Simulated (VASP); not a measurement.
# Fe (Fm-3m) in VASP: relaxation of cell and atoms with PBE

Aim: the relaxation of cell and atoms of Fe with PBE.

Everything below comes from runs of VASP 6.6.1. Logs are shortened: lines on timing, memory, paths and dates and some standing lists are left out, and cuts for length are marked.

## Step 1: The cell of the first run

Symmetry: Fm-3m, No. 225, cubic system. The conventional cell has a = 3.652 Å, b = 3.652 Å, c = 3.652 Å, α = 90.00°, β = 90.00°, γ = 90.00°. Fe (site symmetry m-3m) has 12 Fe at 2.58 Å within 3.4 Å.

This isn't the form of Fe at room conditions, which is bcc.

## Step 2: Relaxation of cell and atoms, PBE, collinear spin, ferromagnetic start

File INCAR:

```
SYSTEM = Fe
ALGO = Normal ; EDIFF = 1E-7
EDIFFG = -0.01 ; ENCUT = 600
GGA = PE ; GGA_COMPAT = .False.
IBRION = 2 ; ISIF = 3
ISMEAR = 0 ; ISPIN = 2
LASPH = .True. ; LCHARG = .False.
LMAXMIX = 4 ; LORBIT = 11
LREAL = .False. ; LWAVE = .False.
MAGMOM = 3.01 ; NELM = 200
NELMIN = 4 ; NSW = 80
PREC = Accurate ; SIGMA = 0.1
```

File KPOINTS:

```
k-points
0
Gamma
  20 20 20
  0 0 0
```

File POSCAR:

```
Fe
1.0
    0.0000000000      1.8258176721      1.8258176721
    1.8258176721      0.0000000000      1.8258176721
    1.8258176721      1.8258176721      0.0000000000
Fe
1
Direct
    0.0000000000      0.0000000000      0.0000000000
```

Potentials or basis: VASP PAW PBE potentials, release 64 (Fe).

Run with:

```bash
cat potpaw_PBE.64/Fe/POTCAR > POTCAR
mpirun -np 1 vasp_std > vasp.out
```

OUTCAR:

```text
SYSTEM = Fe
   EDIFF = 1E-7
   EDIFFG = -0.01
   ENCUT = 600
   GGA = PE
   IBRION = 2
   ISIF = 3
   ISMEAR = 0
   ISPIN = 2
   LASPH = .True.
   LORBIT = 11
   LREAL = .False.
   NELM = 200
   NELMIN = 4
   NSW = 80
   PREC = Accurate

 ion  position               nearest neighbor table
   1  0.000  0.000  0.000-

  LATTYP: Found a face centered cubic cell.
 ALAT       =     3.6516353442

  Lattice vectors:

 A1 = (   0.0000000000,   1.8258176721,   1.8258176721)
 A2 = (   1.8258176721,   0.0000000000,   1.8258176721)
 A3 = (   1.8258176721,   1.8258176721,   0.0000000000)

Analysis of symmetry for initial positions (statically):
=====================================================================
 Subroutine PRICEL returns:
 Original cell was already a primitive cell.

 Routine SETGRP: Setting up the symmetry group for a
 face centered cubic supercell.

 Subroutine GETGRP returns: Found 48 space group operations
 (whereof 48 operations were pure point group operations)
 out of a pool of 48 trial point group operations.

The static configuration has the point symmetry O_h .

Analysis of symmetry for dynamics (positions and initial velocities):
=====================================================================
 Subroutine PRICEL returns:
 Original cell was already a primitive cell.

 Routine SETGRP: Setting up the symmetry group for a
 face centered cubic supercell.

 Subroutine GETGRP returns: Found 48 space group operations
 (whereof 48 operations were pure point group operations)
 out of a pool of 48 trial point group operations.

The dynamic configuration has the point symmetry O_h .

Analysis of structural, dynamic, and magnetic symmetry:
=====================================================================
 Subroutine PRICEL returns:
 Original cell was already a primitive cell.

 Routine SETGRP: Setting up the symmetry group for a
 face centered cubic supercell.

 Subroutine GETGRP returns: Found 48 space group operations
 (whereof 48 operations were pure point group operations)
 out of a pool of 48 trial point group operations.

The overall configuration has the point symmetry O_h .

 Subroutine INISYM returns: Found 48 space group operations
 (whereof 48 operations are pure point group operations),
 and found     1 'primitive' translations

----------------------------------------------------------------------------------------

                                     Primitive cell

  volume of cell :      12.1731

  direct lattice vectors                    reciprocal lattice vectors
     0.000000000  1.825817672  1.825817672    -0.273849907  0.273849907  0.273849907
     1.825817672  0.000000000  1.825817672     0.273849907 -0.273849907  0.273849907
     1.825817672  1.825817672  0.000000000     0.273849907  0.273849907 -0.273849907

  length of vectors
     2.582096114  2.582096114  2.582096114     0.474321953  0.474321953  0.474321953

  position of ions in fractional coordinates (direct lattice)
     0.000000000  0.000000000  0.000000000

  ion indices of the primitive-cell ions
   primitive index   ion index
                 1           1

----------------------------------------------------------------------------------------

 KPOINTS: k-points

Automatic generation of k-mesh.
 Grid dimensions read from file:
 generate k-points for:   20   20   20

 Generating k-lattice:

  Cartesian coordinates                     Fractional coordinates (reciprocal lattice)
    -0.013692495  0.013692495  0.013692495     0.050000000  0.000000000  0.000000000
     0.013692495 -0.013692495  0.013692495     0.000000000  0.050000000  0.000000000
     0.013692495  0.013692495 -0.013692495     0.000000000  0.000000000  0.050000000

  Length of vectors
     0.023716098  0.023716098  0.023716098

  Shift w.r.t. Gamma in fractional coordinates (k-lattice)
     0.000000000  0.000000000  0.000000000

 Subroutine IBZKPT returns following result:
 ===========================================

 Found    256 irreducible k-points:

 Following reciprocal coordinates:
            Coordinates               Weight
  0.000000  0.000000  0.000000      1.000000
  0.050000  0.000000  0.000000      8.000000
  0.100000  0.000000  0.000000      8.000000
  0.150000  0.000000  0.000000      8.000000
  0.200000  0.000000  0.000000      8.000000
  0.250000  0.000000  0.000000      8.000000
[... 16 lines left out ...]
 -0.400000  0.050000  0.000000     24.000000
 -0.350000  0.050000  0.000000     24.000000
 [... further k-points ...]
   k-points           NKPTS =    256   k-points in BZ     NKDIM =    256   number of bands    NBANDS=     10
   number of dos      NEDOS =    301   number of ions     NIONS =      1
   total plane-waves  NPLWV =  13824
   dimension x,y,z NGX =    24 NGY =   24 NGZ =   24
   dimension x,y,z NGXF=    48 NGYF=   48 NGZF=   48
   ions per type =               1
   NGX,Y,Z   is equivalent  to a cutoff of  15.45, 15.45, 15.45 a.u.
   NGXF,Y,Z  is equivalent  to a cutoff of  30.90, 30.90, 30.90 a.u.
 SYSTEM =  Fe
   PREC   = accura    normal or accurate (medium, high low for compatibility)
   ISTART =      0    job   : 0-new  1-cont  2-samecut
   ICHARG =      2    charge: 1-file 2-atom 10-const
   ISPIN  =      2    spin polarized calculation?
   LNONCOLLINEAR =      F non collinear calculations
   LSORBIT =      F    spin-orbit coupling
   LASPH  =      T    aspherical Exc in radial PAW
   ENCUT  =  600.0 eV  44.10 Ry    6.64 a.u.   5.16  5.16  5.16*2*pi/ulx,y,z
   NELM   =    200;   NELMIN=  4; NELMDL= -5     # of ELM steps
   EDIFF  = 0.1E-06   stopping-criterion for ELM
   LREAL  =      F    real-space projection
   EDIFFG = -.1E-01   stopping-criterion for IOM
   NSW    =     80    number of steps for IOM
   IBRION =      2    ionic relax: 0-MD 1-quasi-New 2-CG
   NFREE  =      1    steps in history (QN), initial steepest desc. (CG)
   ISIF   =      3    stress and relaxation
   ISYM   =      2    0-nonsym 1-usesym 2-fastsym
   POTIM  = 0.5000    time-step for ionic-motion
   TEBEG  =    0.0;   TEEND  =   0.0 temperature during run
   PSTRESS=    0.0 pullay stress
   NELECT =       8.0000    total number of electrons
   NUPDOWN=      -1.0000    fix difference up-down
   EMIN   =  10.00;   EMAX   =-10.00  energy-range for DOS
   EFERMI =   0.00;   METHOD = LEGACY
   ISMEAR =     0;   SIGMA  =   0.10  broadening in eV -4-tet -1-fermi 0-gaus
   EFERMI_NEDOS =   21; number of points for ismear=-14 and -15
   IALGO  =     38    algorithm
   IMIX   =      4    mixing-type and parameters
     AMIX     =   0.40;   BMIX     =  1.00
     AMIX_MAG =   1.60;   BMIX_MAG =  1.00
  volume/ion in A,a.u.               =      12.17        82.15
  Fermi-wavevector in a.u.,A,eV,Ry     =   1.423325  2.689694 27.563419  2.025854
  Thomas-Fermi vector in A             =   2.543935
   LORBIT       =     11    0 simple, 1 ext, 2 COOP (PROOUT), +10 PAW based schemes
   GGA     = PE    functional components
   LHFCALC =     F    Hartree Fock is set to
   AEXX    =    0.0000 exact exchange contribution
   IVDW    =     0    specifies the selected vdW correction
   LEPSILON=     F    determine dielectric tensor
   LRPA    =     F    only Hartree local field effects (RPA)
 conjugate gradient relaxation of ions
 spin polarized calculation
 Gauss-broadening in eV      SIGMA  =   0.10
  energy-cutoff  :      600.00
  volume of cell :       12.17
 maximum number of plane-waves:       419
 NGX is ok and might be reduce to    24
   NGX = 11   NGY = 11   NGZ = 11

--------------------------------------- Ionic step        1  -------------------------------------------

 number of electron       8.0000000 magnetization       2.6081847

 Free energy of the ion-electron system (eV)
  ---------------------------------------------------
  ext. energy  EPLUGINS =         0.00000000
  ---------------------------------------------------
  free energy    TOTEN  =        -8.08682091 eV

  energy without entropy =       -8.08162131  energy(sigma->0) =       -8.08422111

------------------------ aborting loop because EDIFF is reached ----------------------------------------

  FORCE on cell =-STRESS in cart. coord.  units (eV):
  Direction    XX          YY          ZZ          XY          YZ          ZX
  --------------------------------------------------------------------------------------
  -------------------------------------------------------------------------------------
  Total       -0.1472843     -0.1472843     -0.1472843     -0.0000000     -0.0000000      0.0000000
  in kB      -19.3849570    -19.3849570    -19.3849570     -0.0000000     -0.0000000      0.0000000
  external PRESSURE =     -19.3849570 kB  Pullay stress =       0.0000000 kB

 VOLUME and BASIS-vectors are now :
 -----------------------------------------------------------------------------
  energy-cutoff  :      600.00
  volume of cell :       12.17
      direct lattice vectors                 reciprocal lattice vectors
     0.000000000  1.825817672  1.825817672    -0.273849907  0.273849907  0.273849907
     1.825817672  0.000000000  1.825817672     0.273849907 -0.273849907  0.273849907
     1.825817672  1.825817672  0.000000000     0.273849907  0.273849907 -0.273849907
[... 36 lines left out ...]
 POSITION                                       TOTAL-FORCE (eV/Angst)
 -----------------------------------------------------------------------------------
      0.00000      0.00000      0.00000         0.000000      0.000000      0.000000
 -----------------------------------------------------------------------------------
    total drift:                               -0.000000     -0.000000     -0.000000

  FREE ENERGIE OF THE ION-ELECTRON SYSTEM (eV)
  ---------------------------------------------------
  free  energy   TOTEN  =        -8.0869507544 eV

  energy  without entropy=       -8.0813495691  energy(sigma->0) =       -8.08415016

--------------------------------------- Ionic step        3  -------------------------------------------

 number of electron       8.0000001 magnetization       2.6010271

 Free energy of the ion-electron system (eV)
  ---------------------------------------------------
  ext. energy  EPLUGINS =         0.00000000
  ---------------------------------------------------
  free energy    TOTEN  =        -8.08764599 eV

  energy without entropy =       -8.08233870  energy(sigma->0) =       -8.08499235

 E-fermi :   5.4800     XC(G=0): -12.7768

 val. band max:        5.4783063024   @ k =   0.4000   0.0500   0.0000
 cond. band min:       5.4809917632   @ k =   0.5000   0.0500   0.0000
 fundamental gap:      0.0026854608
 Fermi energy:         5.4799878044

 spin component 1

 k-point     1 :       0.0000    0.0000    0.0000
  band No.  band energies     occupation
      1      -2.8885      1.00000
      2       3.0322      1.00000
      3       3.0322      1.00000
      4       3.0322      1.00000
      5       4.0029      1.00000
      6       4.0029      1.00000
      7      27.2464      0.00000
      8      31.2674      0.00000
      9      31.2674      0.00000
     10      31.2674      0.00000

 k-point     2 :       0.0500    0.0000    0.0000
  band No.  band energies     occupation
      1      -2.7946      1.00000
      2       3.0047      1.00000
      3       3.0562      1.00000
      4       3.0562      1.00000
      5       3.9925      1.00000
      6       3.9925      1.00000
      7      27.0485      0.00000
      8      30.0254      0.00000
      9      31.0778      0.00000
     10      31.0778      0.00000
[... 274 lines left out ...]
 k-point    24 :      -0.3500    0.0500    0.0000
  band No.  band energies     occupation
      1       0.4424      1.00000
      2       2.9616      1.00000
      3       3.0116      1.00000
      4       3.4406      1.00000
      5       4.5553      1.00000
      6       4.9514      1.00000
      7      14.5867      0.00000
      8      25.6843      0.00000
      9      28.0836      0.00000
     10      30.1266      0.00000

 [... further k-points ...]

 spin component 2

 k-point     1 :       0.0000    0.0000    0.0000
  band No.  band energies     occupation
      1      -2.6451      1.00000
      2       5.4062      0.85166
      3       5.4063      0.85145
      4       5.4063      0.85144
      5       7.0037      0.00000
      6       7.0038      0.00000
      7      26.8693      0.00000
      8      31.6617      0.00000
      9      31.6617      0.00000
     10      31.6617      0.00000

 k-point     2 :       0.0500    0.0000    0.0000
  band No.  band energies     occupation
      1      -2.5508      1.00000
      2       5.3662      0.94623
      3       5.4335      0.74470
      4       5.4335      0.74451
      5       6.9893      0.00000
      6       6.9893      0.00000
      7      26.7609      0.00000
      8      30.3970      0.00000
      9      31.5270      0.00000
     10      31.5270      0.00000
[... 308 lines left out ...]
 POSITION                                       TOTAL-FORCE (eV/Angst)
 -----------------------------------------------------------------------------------
      0.00000      0.00000      0.00000         0.000000      0.000000      0.000000
 -----------------------------------------------------------------------------------
    total drift:                                0.000000     -0.000000     -0.000000

  FREE ENERGIE OF THE ION-ELECTRON SYSTEM (eV)
  ---------------------------------------------------
  free  energy   TOTEN  =        -8.0876459880 eV

  energy  without entropy=       -8.0823387034  energy(sigma->0) =       -8.08499235

 reached required accuracy - stopping structural energy minimisation

 total charge

# of ion       s       p       d       tot
------------------------------------------
    1        0.473   0.499   6.183   7.155

 magnetization (x)

# of ion       s       p       d       tot
------------------------------------------
    1       -0.016  -0.050   2.666   2.599
```

Run time: 3.3 min. Hardware: 1 thread of Oxide Virtual Turin-like, shared host; peak memory 0.18 GiB.

Results:

| Item | Value |
| --- | --- |
| Free energy | -8.0876 eV |
| Relaxed volume | 12.04 Å³/atom |
| Relaxed cell | a = 2.573 Å, b = 2.573 Å, c = 2.573 Å, α = 60.00°, β = 60.00°, γ = 60.00° |
| Space group after relaxing (to 0.1 Å) | Fm-3m (No. 225) |
| Energy gained by relaxing | 0.8 meV/atom |
| Ionic steps | 3 |
| Pressure after relaxing | 0.0 GPa |
| Net moment | 2.60 μB per cell |
| Site moments | Fe +2.60 μB |
| Valence electrons inside the program's atomic spheres | Fe 7.16 |

The path:
```csv
step,energy change (eV),largest force (eV/Å),pressure (GPa),volume (Å³)
1,0.0000,0.0000,-1.94,12.17
2,-0.0001,0.0000,1.83,11.92
3,-0.0008,0.0000,0.02,12.04
```

Final structure:
```yaml
crystal:
  lattice:
    - [0.00000, 1.81904, 1.81904]
    - [1.81904, 0.00000, 1.81904]
    - [1.81904, 1.81904, 0.00000]
  atoms:
    - { symbol: Fe, position: [0.00000, 0.00000, 0.00000] }
```
